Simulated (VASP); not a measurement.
Hf2N, 9 atoms in the cell. Symmetry: P-31m, No. 162, trigonal system. The conventional cell has a = 5.533 Å, b = 5.533 Å, c = 5.080 Å, α = 90.00°, β = 90.00°, γ = 120.00°. Within 3.3 Å of Hf (site symmetry m) lie 3 N at 2.23 to 2.24 Å and 12 Hf at 3.11 to 3.20 Å. N (site symmetry 32) has 6 Hf at 2.23 Å within 3.0 Å. Within 3.0 Å of N (site symmetry -3m) lie 6 Hf at 2.24 Å. 

| Item | Value |
| --- | --- |
| Program | VASP 6.6.1 |
| Task | single point |
| Functional | PBEsol |
| Potentials or basis | VASP PAW PBE potentials, release 64 (Hf_pv, N) |
| Cutoff | 520 eV |
| k mesh | 6 × 6 × 8 |
| Occupations | gaussian, width 0.1 eV |
| Spin | no spin polarisation |
| Dipole correction | no |
| Further INCAR settings | ALGO = Normal; EDIFF = 1e-06; NBANDS = 48 |

Potentials or basis: VASP PAW PBE potentials, release 64 (Hf_pv, N).

Launch:

```console
$ cat potpaw_PBE.64/Hf_pv/POTCAR potpaw_PBE.64/N/POTCAR > POTCAR
$ mpirun -np 1 vasp_std > vasp.out
```

Hardware: 1 thread of Intel(R) Xeon(R) 6975P-C (Granite Rapids), on a shared host.

Question: Estimate the wall time of this run.

Answer: It took 2.8 min on 1 thread of Intel(R) Xeon(R) 6975P-C (Granite Rapids) (shared host), peak memory 0.38 GiB. Counts: scf iterations 16, k points 44.
